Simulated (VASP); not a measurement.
# CsSnI3 (Pm-3m) in VASP: a series of runs

The runs below take CsSnI3 through single point, relaxation of cell and atoms, with r2SCAN, PBE, PBEsol.

Everything below comes from runs of VASP 6.6.1. Logs are shortened: lines on timing, memory, paths and dates and some standing lists are left out, and cuts for length are marked.

**1. The cell of the first run**

The structure is cubic, space group Pm-3m (No. 221). The conventional cell has a = 6.241 Å, b = 6.241 Å, c = 6.241 Å, α = 90.00°, β = 90.00°, γ = 90.00°. Within 5.8 Å of Cs (site symmetry m-3m) lie 12 I at 4.41 Å and 8 Sn at 5.41 Å. Within 4.1 Å of Sn (site symmetry m-3m) lie 6 I at 3.12 Å. Within 4.1 Å of I (site symmetry 4/mmm) lie 2 Sn at 3.12 Å.

**2. Single point, r2SCAN**

POSCAR reads:

```
CsSnI3
1.0
    6.2413961542      0.0000000000      0.0000000000
    0.0000000000      6.2413961542      0.0000000000
    0.0000000000      0.0000000000      6.2413961542
Cs Sn I
1 1 3
Direct
    0.0000000000      0.0000000000      0.0000000000
    0.5000000000      0.5000000000      0.5000000000
    0.0000000000      0.5000000000      0.5000000000
    0.5000000000      0.0000000000      0.5000000000
    0.5000000000      0.5000000000      0.0000000000
```

INCAR.step1 reads:

```
  ALGO = Normal
  EDIFF = 1E-4
  ENCUT = 520
  GGA = PE
  ISMEAR = -1
  LASPH = T
  LCHARG = F
  LREAL = F
  LWAVE = T
  NBANDS = 30
  NELM = 60
  PREC = Accurate
  SIGMA = 0.02
```

INCAR.step2 reads:

```
  ALGO = Normal
  EDIFF = 1E-6
  ENCUT = 520
  ISIF = 2
  ISMEAR = -1
  ISTART = 1
  LASPH = T
  LCHARG = F
  LMIXTAU = T
  LREAL = F
  LWAVE = F
  METAGGA = R2SCAN
  NBANDS = 30
  NELM = 60
  PREC = Accurate
  SIGMA = 0.02
```

KPOINTS reads:

```
k-points
0
Gamma
  4 4 4
```

Potentials or basis: VASP PAW PBE potentials, release 64 (Cs_sv, Sn_d, I).

Command:

```console
$ cat potpaw_PBE.64/Cs_sv/POTCAR potpaw_PBE.64/Sn_d/POTCAR potpaw_PBE.64/I/POTCAR > POTCAR
$ cp INCAR.step1 INCAR
$ mpirun -np 1 vasp_std > vasp.out
$ cp INCAR.step2 INCAR
$ mpirun -np 1 vasp_std > vasp.out
```

OUTCAR:

```text
EDIFF = 1E-6
   ENCUT = 520
   ISIF = 2
   ISMEAR = -1
   ISTART = 1
   LASPH = T
   LREAL = F
   METAGGA = R2SCAN
   NELM = 60
   PREC = Accurate

 ion  position               nearest neighbor table
   1  0.000  0.000  0.000-
   2  0.500  0.500  0.500-   3 3.12   4 3.12   5 3.12   5 3.12   4 3.12   3 3.12
   3  0.000  0.500  0.500-   2 3.12   2 3.12
   4  0.500  0.000  0.500-   2 3.12   2 3.12
   5  0.500  0.500  0.000-   2 3.12   2 3.12

  LATTYP: Found a simple cubic cell.
 ALAT       =     6.2413961542

  Lattice vectors:

 A1 = (   6.2413961542,   0.0000000000,   0.0000000000)
 A2 = (   0.0000000000,   6.2413961542,   0.0000000000)
 A3 = (   0.0000000000,   0.0000000000,   6.2413961542)

Analysis of symmetry for initial positions (statically):
=====================================================================
 Subroutine PRICEL returns:
 Original cell was already a primitive cell.

 Routine SETGRP: Setting up the symmetry group for a
 simple cubic supercell.

 Subroutine GETGRP returns: Found 48 space group operations
 (whereof 48 operations were pure point group operations)
 out of a pool of 48 trial point group operations.

The static configuration has the point symmetry O_h .

Analysis of symmetry for dynamics (positions and initial velocities):
=====================================================================
 Subroutine PRICEL returns:
 Original cell was already a primitive cell.

 Routine SETGRP: Setting up the symmetry group for a
 simple cubic supercell.

 Subroutine GETGRP returns: Found 48 space group operations
 (whereof 48 operations were pure point group operations)
 out of a pool of 48 trial point group operations.

The dynamic configuration has the point symmetry O_h .

 Subroutine INISYM returns: Found 48 space group operations
 (whereof 48 operations are pure point group operations),
 and found     1 'primitive' translations

----------------------------------------------------------------------------------------

                                     Primitive cell

  volume of cell :     243.1337

  direct lattice vectors                    reciprocal lattice vectors
     6.241396154  0.000000000  0.000000000     0.160220562  0.000000000  0.000000000
     0.000000000  6.241396154  0.000000000     0.000000000  0.160220562  0.000000000
     0.000000000  0.000000000  6.241396154     0.000000000  0.000000000  0.160220562

  length of vectors
     6.241396154  6.241396154  6.241396154     0.160220562  0.160220562  0.160220562

  position of ions in fractional coordinates (direct lattice)
     0.000000000  0.000000000  0.000000000
     0.500000000  0.500000000  0.500000000
     0.000000000  0.500000000  0.500000000
     0.500000000  0.000000000  0.500000000
     0.500000000  0.500000000  0.000000000

  ion indices of the primitive-cell ions
   primitive index   ion index
                 1           1
                 2           2
                 3           3
                 4           4
                 5           5

----------------------------------------------------------------------------------------

 KPOINTS: k-points

Automatic generation of k-mesh.
 Grid dimensions read from file:
 generate k-points for:    4    4    4

 Generating k-lattice:

  Cartesian coordinates                     Fractional coordinates (reciprocal lattice)
     0.040055141  0.000000000  0.000000000     0.250000000  0.000000000  0.000000000
     0.000000000  0.040055141  0.000000000     0.000000000  0.250000000  0.000000000
     0.000000000  0.000000000  0.040055141     0.000000000  0.000000000  0.250000000

  Length of vectors
     0.040055141  0.040055141  0.040055141

  Shift w.r.t. Gamma in fractional coordinates (k-lattice)
     0.000000000  0.000000000  0.000000000

 Subroutine IBZKPT returns following result:
 ===========================================

 Found     10 irreducible k-points:

 Following reciprocal coordinates:
            Coordinates               Weight
  0.000000  0.000000  0.000000      1.000000
  0.250000  0.000000  0.000000      6.000000
  0.500000  0.000000  0.000000      3.000000
  0.250000  0.250000  0.000000     12.000000
  0.500000  0.250000  0.000000     12.000000
  0.500000  0.500000  0.000000      3.000000
  0.250000  0.250000  0.250000      8.000000
  0.500000  0.250000  0.250000     12.000000
  0.500000  0.500000  0.250000      6.000000
  0.500000  0.500000  0.500000      1.000000
   k-points           NKPTS =     10   k-points in BZ     NKDIM =     10   number of bands    NBANDS=     30
   number of dos      NEDOS =    301   number of ions     NIONS =      5
   total plane-waves  NPLWV = 110592
   dimension x,y,z NGX =    48 NGY =   48 NGZ =   48
   dimension x,y,z NGXF=    96 NGYF=   96 NGZF=   96
   ions per type =               1   1   3
   NGX,Y,Z   is equivalent  to a cutoff of  12.79, 12.79, 12.79 a.u.
   NGXF,Y,Z  is equivalent  to a cutoff of  25.57, 25.57, 25.57 a.u.
 SYSTEM =  unknown system
   PREC   = accura    normal or accurate (medium, high low for compatibility)
   ISTART =      1    job   : 0-new  1-cont  2-samecut
   ICHARG =      0    charge: 1-file 2-atom 10-const
   ISPIN  =      1    spin polarized calculation?
   LNONCOLLINEAR =      F non collinear calculations
   LSORBIT =      F    spin-orbit coupling
   LASPH  =      T    aspherical Exc in radial PAW
   ENCUT  =  520.0 eV  38.22 Ry    6.18 a.u.  11.60 11.60 11.60*2*pi/ulx,y,z
   NELM   =     60;   NELMIN=  2; NELMDL=  0     # of ELM steps
   EDIFF  = 0.1E-05   stopping-criterion for ELM
   LREAL  =      F    real-space projection
[... 7 lines left out ...]
   TEBEG  =    0.0;   TEEND  =   0.0 temperature during run
   PSTRESS=    0.0 pullay stress
   NELECT =      44.0000    total number of electrons
   NUPDOWN=      -1.0000    fix difference up-down
   EMIN   =  10.00;   EMAX   =-10.00  energy-range for DOS
   EFERMI =   0.00;   METHOD = LEGACY
   ISMEAR =    -1;   SIGMA  =   0.02  broadening in eV -4-tet -1-fermi 0-gaus
   EFERMI_NEDOS =   21; number of points for ismear=-14 and -15
   IALGO  =     38    algorithm
   IMIX   =      4    mixing-type and parameters
     AMIX     =   0.40;   BMIX     =  1.00
     AMIX_MAG =   1.60;   BMIX_MAG =  1.00
  volume/ion in A,a.u.               =      48.63       328.15
  Fermi-wavevector in a.u.,A,eV,Ry     =   0.925999  1.749885 11.666651  0.857475
  Thomas-Fermi vector in A             =   2.051914
   LORBIT       =      0    0 simple, 1 ext, 2 COOP (PROOUT), +10 PAW based schemes
   METAGGA = R2SCAN    functional components
   LHFCALC =     F    Hartree Fock is set to
   AEXX    =    0.0000 exact exchange contribution
   IVDW    =     0    specifies the selected vdW correction
   LEPSILON=     F    determine dielectric tensor
   LRPA    =     F    only Hartree local field effects (RPA)
 non-spin polarized calculation
  energy-cutoff  :      520.00
  volume of cell :      243.13
 maximum number of plane-waves:      6619
 NGX is ok and might be reduce to    48
   NGX = 23   NGY = 23   NGZ = 23

 number of electron      43.9999979 magnetization

 Free energy of the ion-electron system (eV)
  ---------------------------------------------------
  ext. energy  EPLUGINS =         0.00000000
  ---------------------------------------------------
  free energy    TOTEN  =      -128.63167681 eV

  energy without entropy =     -128.63167671  energy(sigma->0) =     -128.63167676

 E-fermi :   2.8629     XC(G=0):  -7.8304

 val. band max:        2.6224113292   @ k =   0.5000   0.5000   0.5000
 cond. band min:       3.1253574479   @ k =   0.5000   0.5000   0.5000
 fundamental gap:      0.5029461187
 Fermi energy:         2.8628942323

 k-point     1 :       0.0000    0.0000    0.0000
  band No.  band energies     occupation
      1     -20.4174      2.00000
      2     -20.2813      2.00000
      3     -20.2813      2.00000
      4     -20.2571      2.00000
      5     -20.2571      2.00000
      6     -20.2571      2.00000
[... 22 lines left out ...]
     29       7.5498      0.00000
     30       7.5498      0.00000

 k-point     2 :       0.2500    0.0000    0.0000
  band No.  band energies     occupation
      1     -20.4171      2.00000
      2     -20.2813      2.00000
      3     -20.2805      2.00000
      4     -20.2572      2.00000
      5     -20.2572      2.00000
      6     -20.2571      2.00000
[... 22 lines left out ...]
     29       6.9070      0.00000
     30       7.5040      0.00000

 k-point     3 :       0.5000    0.0000    0.0000
  band No.  band energies     occupation
      1     -20.4169      2.00000
      2     -20.2813      2.00000
      3     -20.2797      2.00000
      4     -20.2572      2.00000
      5     -20.2572      2.00000
      6     -20.2571      2.00000
[... 22 lines left out ...]
     29       7.2253      0.00000
     30       7.3208      0.00000

 k-point     4 :       0.2500    0.2500    0.0000
  band No.  band energies     occupation
      1     -20.4170      2.00000
      2     -20.2809      2.00000
      3     -20.2801      2.00000
      4     -20.2573      2.00000
      5     -20.2572      2.00000
      6     -20.2572      2.00000
[... 22 lines left out ...]
     29       7.2038      0.00000
     30       7.4589      0.00000

 k-point     5 :       0.5000    0.2500    0.0000
  band No.  band energies     occupation
      1     -20.4168      2.00000
      2     -20.2808      2.00000
      3     -20.2794      2.00000
      4     -20.2573      2.00000
      5     -20.2572      2.00000
      6     -20.2572      2.00000
[... 22 lines left out ...]
     29       7.5479      0.00000
     30       7.9867      0.00000

 k-point     6 :       0.5000    0.5000    0.0000
  band No.  band energies     occupation
      1     -20.4166      2.00000
      2     -20.2805      2.00000
      3     -20.2789      2.00000
      4     -20.2574      2.00000
      5     -20.2572      2.00000
      6     -20.2572      2.00000
[... 22 lines left out ...]
     29       8.2146      0.00000
     30       8.2160      0.00000

 k-point     7 :       0.2500    0.2500    0.2500
  band No.  band energies     occupation
      1     -20.4168      2.00000
      2     -20.2801      2.00000
      3     -20.2801      2.00000
      4     -20.2572      2.00000
      5     -20.2572      2.00000
      6     -20.2572      2.00000
[... 22 lines left out ...]
     29       7.6602      0.00000
     30       7.9089      0.00000

 k-point     8 :       0.5000    0.2500    0.2500
  band No.  band energies     occupation
      1     -20.4166      2.00000
      2     -20.2801      2.00000
      3     -20.2793      2.00000
      4     -20.2573      2.00000
      5     -20.2573      2.00000
      6     -20.2573      2.00000
[... 22 lines left out ...]
     29       7.5660      0.00000
     30       7.6350      0.00000

 k-point     9 :       0.5000    0.5000    0.2500
  band No.  band energies     occupation
      1     -20.4164      2.00000
      2     -20.2797      2.00000
      3     -20.2789      2.00000
      4     -20.2574      2.00000
      5     -20.2573      2.00000
      6     -20.2573      2.00000
[... 22 lines left out ...]
     29       7.3044      0.00000
     30       7.8817      0.00000

 k-point    10 :       0.5000    0.5000    0.5000
  band No.  band energies     occupation
      1     -20.4162      2.00000
      2     -20.2789      2.00000
      3     -20.2789      2.00000
      4     -20.2574      2.00000
      5     -20.2574      2.00000
      6     -20.2574      2.00000
[... 22 lines left out ...]
     29       7.0110      0.00000
     30       8.2222      0.00000

------------------------ aborting loop because EDIFF is reached ----------------------------------------

  FORCE on cell =-STRESS in cart. coord.  units (eV):
  Direction    XX          YY          ZZ          XY          YZ          ZX
  --------------------------------------------------------------------------------------
  -------------------------------------------------------------------------------------
  Total        0.0085091      0.0085091      0.0085091     -0.0000000     -0.0000000      0.0000000
  in kB        0.0560725      0.0560725      0.0560725     -0.0000000     -0.0000000      0.0000000
  external PRESSURE =       0.0560725 kB  Pullay stress =       0.0000000 kB

 VOLUME and BASIS-vectors are now :
 -----------------------------------------------------------------------------
  energy-cutoff  :      520.00
  volume of cell :      243.13
      direct lattice vectors                 reciprocal lattice vectors
     6.241396154  0.000000000  0.000000000     0.160220562  0.000000000  0.000000000
     0.000000000  6.241396154  0.000000000     0.000000000  0.160220562  0.000000000
     0.000000000  0.000000000  6.241396154     0.000000000  0.000000000  0.160220562

 POSITION                                       TOTAL-FORCE (eV/Angst)
 -----------------------------------------------------------------------------------
      0.00000      0.00000      0.00000         0.000000      0.000000      0.000000
      3.12070      3.12070      3.12070         0.000000      0.000000      0.000000
      0.00000      3.12070      3.12070         0.000000      0.000000      0.000000
      3.12070      0.00000      3.12070         0.000000      0.000000      0.000000
      3.12070      3.12070      0.00000         0.000000      0.000000      0.000000
 -----------------------------------------------------------------------------------
    total drift:                                0.000000     -0.000000     -0.000000

  FREE ENERGIE OF THE ION-ELECTRON SYSTEM (eV)
  ---------------------------------------------------
  free  energy   TOTEN  =      -128.6316768134 eV

  energy  without entropy=     -128.6316767116  energy(sigma->0) =     -128.63167676
```

Wall time 2.9 min (1 thread of Intel Xeon Platinum 8375C at 2.90GHz (Ice Lake), shared host); peak memory 0.4 GiB.

Results:

| Property | Result |
| --- | --- |
| Free energy | -128.6317 eV |
| Pressure | 0.0 GPa |
| Band gap on the k mesh | 0.50 eV |

Caveat: semilocal functionals underestimate gaps, and a narrow one can read as zero; the PAW data sets were made with another functional, which shifts forces and pressure a little; spin-orbit coupling is left out, which moves the levels of the heavy elements.

**3. Single point, r2SCAN**

POSCAR is that of step 2.

INCAR.step1 reads:

```
PREC = Accurate
ENCUT = 520
ISMEAR = 0
SIGMA = 0.01
LREAL = F
LASPH = T
NELM = 60
NBANDS = 30
GGA = PE
ALGO = Normal
EDIFF = 1E-4
LWAVE = T
LCHARG = F
```

INCAR.step2 reads:

```
PREC = Accurate
ENCUT = 520
EDIFF = 1E-6
ISMEAR = 0
SIGMA = 0.01
LREAL = F
LASPH = T
NELM = 60
ALGO = Normal
ISIF = 2
LWAVE = F
LCHARG = F
METAGGA = R2SCAN
LMIXTAU = T
NBANDS = 30
ISTART = 1
```

KPOINTS reads:

```
regular mesh
0
Gamma
  4 4 4
```

Potentials or basis: VASP PAW PBE potentials, release 64 (Cs_sv, Sn_d, I).

Command:

```console
$ cat potpaw_PBE.64/Cs_sv/POTCAR potpaw_PBE.64/Sn_d/POTCAR potpaw_PBE.64/I/POTCAR > POTCAR
$ cp INCAR.step1 INCAR
$ mpirun -np 1 vasp_std > vasp.out
$ cp INCAR.step2 INCAR
$ mpirun -np 1 vasp_std > vasp.out
```

OUTCAR:

```text
PREC = Accurate
   ENCUT = 520
   EDIFF = 1E-6
   ISMEAR = 0
   LREAL = F
   LASPH = T
   NELM = 60
   ISIF = 2
   METAGGA = R2SCAN
   ISTART = 1

 ion  position               nearest neighbor table
   1  0.000  0.000  0.000-
   2  0.500  0.500  0.500-   3 3.12   4 3.12   5 3.12   5 3.12   4 3.12   3 3.12
   3  0.000  0.500  0.500-   2 3.12   2 3.12
   4  0.500  0.000  0.500-   2 3.12   2 3.12
   5  0.500  0.500  0.000-   2 3.12   2 3.12

  LATTYP: Found a simple cubic cell.
 ALAT       =     6.2413961542

  Lattice vectors:

 A1 = (   6.2413961542,   0.0000000000,   0.0000000000)
 A2 = (   0.0000000000,   6.2413961542,   0.0000000000)
 A3 = (   0.0000000000,   0.0000000000,   6.2413961542)

Analysis of symmetry for initial positions (statically):
=====================================================================
 Subroutine PRICEL returns:
 Original cell was already a primitive cell.

 Routine SETGRP: Setting up the symmetry group for a
[... 156 lines left out ...]
  free energy    TOTEN  =      -128.63167681 eV

  energy without entropy =     -128.63167681  energy(sigma->0) =     -128.63167681

 E-fermi :   2.6709     XC(G=0):  -7.8304

 val. band max:        2.6224112927   @ k =   0.5000   0.5000   0.5000
 cond. band min:       3.1253574226   @ k =   0.5000   0.5000   0.5000
 fundamental gap:      0.5029461298
 Fermi energy:         2.6709187942

 k-point     1 :       0.0000    0.0000    0.0000
  band No.  band energies     occupation
      1     -20.4174      2.00000
      2     -20.2813      2.00000
      3     -20.2813      2.00000
      4     -20.2571      2.00000
      5     -20.2571      2.00000
      6     -20.2571      2.00000
[... 319 lines left out ...]
     29       7.0110      0.00000
     30       8.2222      0.00000

------------------------ aborting loop because EDIFF is reached ----------------------------------------

  FORCE on cell =-STRESS in cart. coord.  units (eV):
  Direction    XX          YY          ZZ          XY          YZ          ZX
  --------------------------------------------------------------------------------------
  -------------------------------------------------------------------------------------
  Total        0.0085100      0.0085100      0.0085100     -0.0000000     -0.0000000      0.0000000
  in kB        0.0560786      0.0560786      0.0560786     -0.0000000     -0.0000000      0.0000000
  external PRESSURE =       0.0560786 kB  Pullay stress =       0.0000000 kB

 VOLUME and BASIS-vectors are now :
 -----------------------------------------------------------------------------
  energy-cutoff  :      520.00
  volume of cell :      243.13
      direct lattice vectors                 reciprocal lattice vectors
     6.241396154  0.000000000  0.000000000     0.160220562  0.000000000  0.000000000
     0.000000000  6.241396154  0.000000000     0.000000000  0.160220562  0.000000000
     0.000000000  0.000000000  6.241396154     0.000000000  0.000000000  0.160220562

 POSITION                                       TOTAL-FORCE (eV/Angst)
 -----------------------------------------------------------------------------------
      0.00000      0.00000      0.00000         0.000000      0.000000      0.000000
      3.12070      3.12070      3.12070         0.000000      0.000000      0.000000
      0.00000      3.12070      3.12070         0.000000      0.000000      0.000000
      3.12070      0.00000      3.12070         0.000000      0.000000      0.000000
      3.12070      3.12070      0.00000         0.000000      0.000000      0.000000
 -----------------------------------------------------------------------------------
    total drift:                                0.000000     -0.000000     -0.000000

  FREE ENERGIE OF THE ION-ELECTRON SYSTEM (eV)
  ---------------------------------------------------
  free  energy   TOTEN  =      -128.6316768059 eV

  energy  without entropy=     -128.6316768059  energy(sigma->0) =     -128.63167681
```

Run time: 3.4 min. Hardware: 1 thread of Intel Xeon Platinum 8375C at 2.90GHz (Ice Lake), shared host; peak memory 0.4 GiB.

Results:

- Free energy: -128.6317 eV
- Pressure: 0.0 GPa
- Band gap on the k mesh: 0.50 eV

Levels at points of the mesh, in eV from the valence-band top:
| k point | band 18 | band 19 | band 20 | band 21 | band 22 | band 23 | band 24 | band 25 | band 26 | band 27 |
| --- | --- | --- | --- | --- | --- | --- | --- | --- | --- | --- |
| (0.00, 0.00, 0.00) | -2.50 | -2.50 | -2.35 | -2.35 | -2.35 | 2.60 | 3.42 | 3.42 | 3.81 | 3.81 |
| (0.50, 0.00, 0.00) | -2.74 | -2.65 | -2.47 | -2.47 | -1.68 | 1.23 | 4.12 | 4.26 | 4.57 | 4.57 |
| (0.50, 0.50, 0.00) | -2.80 | -2.80 | -2.72 | -1.92 | -0.83 | 0.92 | 0.92 | 4.21 | 4.66 | 4.81 |
| (0.50, 0.50, 0.50) | -2.71 | -1.90 | -1.90 | -1.90 | 0.00 | 0.50 | 0.50 | 0.50 | 3.43 | 4.39 |

Caveat: semilocal functionals underestimate gaps, and a narrow one can read as zero; the PAW data sets were made with another functional, which shifts forces and pressure a little; spin-orbit coupling is left out, which moves the levels of the heavy elements. A k mesh can miss the band edges.

(Part 1 of 2 ends here.)
